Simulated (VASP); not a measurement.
# Cs (Pbcm) in VASP: a series of runs, part 2 of 2

VASP 6.6.1. Earlier steps stand in the parts before.

**3. Electric field gradients, PBE**

This run uses another cell than the first one: it holds 8 atoms, not 4.

INCAR

```
PREC = Accurate
ENCUT = 520
EDIFF = 1E-8
ISMEAR = -1
SIGMA = 0.05
LREAL = F
LASPH = T
NELM = 100
ALGO = Fast
ISIF = 2
LWAVE = F
LCHARG = F
GGA = PE
LEFG = T
NBANDS = 46
```

KPOINTS

```
Automatic mesh
0
Gamma
  3 3 3
```

POSCAR

```
Cs
1.0
   11.0385145000      0.0000000000      0.0000000000
    0.0000000000     10.0516815000      0.0000000000
    0.0000000000      0.0000000000      8.9880748700
Cs
8
Direct
    0.3696505150      0.3947436000      0.7500000000
    0.8696505150      0.3947436000      0.7500000000
    0.1303494850      0.6052564000      0.2500000000
    0.6303494850      0.6052564000      0.2500000000
    0.3696505150      0.1052564000      0.2500000000
    0.8696505150      0.1052564000      0.2500000000
    0.1303494850      0.8947436000      0.7500000000
    0.6303494850      0.8947436000      0.7500000000
```

Potentials or basis: VASP PAW PBE potentials, release 64 (Cs_sv).

Run with:

```sh
$ cat potpaw_PBE.64/Cs_sv/POTCAR > POTCAR
$ mpirun -np 1 vasp_std > vasp.out
```

OUTCAR:

```text
PREC = Accurate
   ENCUT = 520
   EDIFF = 1E-8
   ISMEAR = -1
   LREAL = F
   LASPH = T
   NELM = 100
   ISIF = 2
   GGA = PE

 ion  position               nearest neighbor table
   1  0.370  0.395  0.750-
   2  0.870  0.395  0.750-
   3  0.130  0.605  0.250-
   4  0.630  0.605  0.250-
   5  0.370  0.105  0.250-
   6  0.870  0.105  0.250-
   7  0.130  0.895  0.750-
   8  0.630  0.895  0.750-
[... 8 lines left out ...]
 A1 = (   0.0000000000,   0.0000000000,  -8.9880748700)
 A2 = (   0.0000000000,  10.0516815000,   0.0000000000)
 A3 = (  11.0385145000,   0.0000000000,   0.0000000000)

Analysis of symmetry for initial positions (statically):
=====================================================================
 Subroutine PRICEL returns following result:

  LATTYP: Found a simple orthorhombic cell.
 ALAT       =     5.5192572500
 B/A-ratio  =     1.6284935568
 C/A-ratio  =     1.8212018474

  Lattice vectors:

 A1 = (  -5.5192572500,   0.0000000000,   0.0000000000)
 A2 = (   0.0000000000,   0.0000000000,   8.9880748700)
 A3 = (   0.0000000000,  10.0516815000,   0.0000000000)

   2 primitive cells build up your supercell.

 Routine SETGRP: Setting up the symmetry group for a
 simple orthorhombic supercell.

 Subroutine GETGRP returns: Found  8 space group operations
 (whereof  2 operations were pure point group operations)
 out of a pool of  8 trial point group operations.

The static configuration has the point symmetry S_2 .
 The point group associated with its full space group is D_2h.

Analysis of symmetry for dynamics (positions and initial velocities):
=====================================================================
 Subroutine PRICEL returns following result:

  LATTYP: Found a simple orthorhombic cell.
 ALAT       =     5.5192572500
 B/A-ratio  =     1.6284935568
 C/A-ratio  =     1.8212018474

  Lattice vectors:

 A1 = (  -5.5192572500,   0.0000000000,   0.0000000000)
 A2 = (   0.0000000000,   0.0000000000,   8.9880748700)
 A3 = (   0.0000000000,  10.0516815000,   0.0000000000)

   2 primitive cells build up your supercell.

 Routine SETGRP: Setting up the symmetry group for a
 simple orthorhombic supercell.

 Subroutine GETGRP returns: Found  8 space group operations
 (whereof  2 operations were pure point group operations)
 out of a pool of  8 trial point group operations.

The dynamic configuration has the point symmetry S_2 .
 The point group associated with its full space group is D_2h.

 Subroutine INISYM returns: Found  8 space group operations
 (whereof  2 operations are pure point group operations),
 and found     2 'primitive' translations

----------------------------------------------------------------------------------------

                                     Primitive cell

  volume of cell :     498.6388
[... 102 lines left out ...]
   LHFCALC =     F    Hartree Fock is set to
   AEXX    =    0.0000 exact exchange contribution
   IVDW    =     0    specifies the selected vdW correction
   LEPSILON=     F    determine dielectric tensor
   LRPA    =     F    only Hartree local field effects (RPA)
 non-spin polarized calculation
 RMM-DIIS sequential band-by-band and
  energy-cutoff  :      520.00
  volume of cell :      997.28
 maximum number of plane-waves:     26868
 NGX is ok and might be reduce to    84

 number of electron      71.9999998 magnetization

 Free energy of the ion-electron system (eV)
  ---------------------------------------------------
  ext. energy  EPLUGINS =         0.00000000
  ---------------------------------------------------
  free energy    TOTEN  =        -6.79382083 eV

  energy without entropy =       -6.68705205  energy(sigma->0) =       -6.74043644

 E-fermi :   0.2797     XC(G=0):  -5.2071

 val. band max:        0.2689747798   @ k =   0.0000   0.0000   0.3333
 cond. band min:       0.2972681660   @ k =   0.0000   0.0000   0.3333
 fundamental gap:      0.0282933862
 Fermi energy:         0.2797291623

 k-point     1 :       0.0000    0.0000    0.0000
  band No.  band energies     occupation
      1     -23.6413      2.00000
      2     -23.6378      2.00000
      3     -23.6371      2.00000
      4     -23.6371      2.00000
      5     -23.6367      2.00000
      6     -23.6364      2.00000
[... 381 lines left out ...]
     45       1.4746      0.00000
     46       1.5050      0.00000

------------------------ aborting loop because EDIFF is reached ----------------------------------------

  FORCE on cell =-STRESS in cart. coord.  units (eV):
  Direction    XX          YY          ZZ          XY          YZ          ZX
  --------------------------------------------------------------------------------------
  -------------------------------------------------------------------------------------
  Total       -0.4788221     -1.0248727     -0.4145557      0.0000000     -0.0000000      0.0000000
  in kB       -0.7692521     -1.6465104     -0.6660049      0.0000000     -0.0000000      0.0000000
  external PRESSURE =      -1.0272558 kB  Pullay stress =       0.0000000 kB

 VOLUME and BASIS-vectors are now :
 -----------------------------------------------------------------------------
  energy-cutoff  :      520.00
  volume of cell :      997.28
      direct lattice vectors                 reciprocal lattice vectors
    11.038514500  0.000000000  0.000000000     0.090591900  0.000000000  0.000000000
     0.000000000 10.051681500  0.000000000     0.000000000  0.099485842  0.000000000
     0.000000000  0.000000000  8.988074870     0.000000000  0.000000000  0.111258530

 POSITION                                       TOTAL-FORCE (eV/Angst)
 -----------------------------------------------------------------------------------
      4.08039      3.96784      6.74106         0.011238      0.016127      0.000000
      9.59965      3.96784      6.74106         0.011238      0.016127      0.000000
      1.43886      6.08384      2.24702        -0.011238     -0.016127     -0.000000
      6.95812      6.08384      2.24702        -0.011238     -0.016127     -0.000000
      4.08039      1.05800      2.24702         0.011238     -0.016127     -0.000000
      9.59965      1.05800      2.24702         0.011238     -0.016127     -0.000000
      1.43886      8.99368      6.74106        -0.011238      0.016127     -0.000000
      6.95812      8.99368      6.74106        -0.011238      0.016127     -0.000000
 -----------------------------------------------------------------------------------
    total drift:                                0.000000     -0.000000      0.000000

  FREE ENERGIE OF THE ION-ELECTRON SYSTEM (eV)
  ---------------------------------------------------
  free  energy   TOTEN  =        -6.7938208291 eV

  energy  without entropy=       -6.6870520486  energy(sigma->0) =       -6.74043644

 Electric field gradients (V/A^2)
---------------------------------------------------------------------
 ion       V_xx      V_yy      V_zz      V_xy      V_xz      V_yz
---------------------------------------------------------------------
   1      -1.105     0.738     0.366    -0.090    -0.000     0.000
   2      -1.105     0.738     0.366    -0.090    -0.000    -0.000
   3      -1.105     0.738     0.366    -0.090    -0.000     0.000
   4      -1.105     0.738     0.366    -0.090    -0.000    -0.000
   5      -1.105     0.738     0.366     0.090    -0.000     0.000
   6      -1.105     0.738     0.366     0.090    -0.000     0.000
   7      -1.105     0.738     0.366     0.090    -0.000    -0.000
   8      -1.105     0.738     0.366     0.090    -0.000     0.000
---------------------------------------------------------------------

 Electric field gradients after diagonalization (V/A^2)
 (convention: |V_zz| > |V_xx| > |V_yy|)
----------------------------------------------------------------------
 ion       V_xx      V_yy      V_zz     asymmetry (V_yy - V_xx)/ V_zz
----------------------------------------------------------------------
   1       0.743     0.366    -1.109       0.340
   2       0.743     0.366    -1.109       0.340
   3       0.743     0.366    -1.109       0.340
   4       0.743     0.366    -1.109       0.340
   5       0.743     0.366    -1.109       0.340
   6       0.743     0.366    -1.109       0.340
   7       0.743     0.366    -1.109       0.340
   8       0.743     0.366    -1.109       0.340
----------------------------------------------------------------------

           NMR quadrupolar parameters

 Cq : quadrupolar parameter    Cq=e*Q*V_zz/h
 eta: asymmetry parameters     (V_yy - V_xx)/ V_zz
 Q  : nuclear electric quadrupole moment in mb (millibarn)
----------------------------------------------------------------------
 ion       Cq(MHz)       eta       Q (mb)
----------------------------------------------------------------------
   1      -0.003       0.340       1.000
   2      -0.003       0.340       1.000
   3      -0.003       0.340       1.000
   4      -0.003       0.340       1.000
   5      -0.003       0.340       1.000
   6      -0.003       0.340       1.000
   7      -0.003       0.340       1.000
   8      -0.003       0.340       1.000
----------------------------------------------------------------------
```

Wall time 8.5 min (1 thread of Intel Xeon 6975P-C (Granite Rapids), shared host); peak memory 1 GiB.

Results:

| Quantity | Value |
| --- | --- |
| Free energy | -6.7938 eV |
| Pressure | -0.1 GPa |
| Largest force | 0.020 eV/Å |
| Band gap on the k mesh | zero (bands 36 and 37 overlap by 0.25 eV) |
| Largest electric field gradient by atom | Cs -1.1 V/Å² |

Forces in eV/Å, atoms in the order of the input:
```
Cs   0.011  0.016  0.000
Cs   0.011  0.016  0.000
Cs  -0.011 -0.016  0.000
Cs  -0.011 -0.016  0.000
Cs   0.011 -0.016  0.000
Cs   0.011 -0.016  0.000
Cs  -0.011  0.016  0.000
Cs  -0.011  0.016  0.000
```

Levels at points of the mesh, in eV from the Fermi level:
```csv
k point,band 32,band 33,band 34,band 35,band 36,band 37,band 38,band 39,band 40,band 41
"(0.00, 0.00, 0.00)",-10.67,-1.62,-0.21,-0.16,-0.05,0.02,0.14,0.75,0.81,0.84
```

Electric field gradients, principal values (V/Å²):
| atom | least | middle | greatest (by size) |
| --- | --- | --- | --- |
| 1 Cs | 0.366 | 0.743 | -1.109 |
| 2 Cs | 0.366 | 0.743 | -1.109 |
| 3 Cs | 0.366 | 0.743 | -1.109 |
| 4 Cs | 0.366 | 0.743 | -1.109 |
| 5 Cs | 0.366 | 0.743 | -1.109 |
| 6 Cs | 0.366 | 0.743 | -1.109 |
| 7 Cs | 0.366 | 0.743 | -1.109 |
| 8 Cs | 0.366 | 0.743 | -1.109 |

Caveat: without QUAD_EFG the Cq values of the log hold for a quadrupole moment of 1 mb, not for the nuclei; spin-orbit coupling is left out, which moves the levels of the heavy elements.
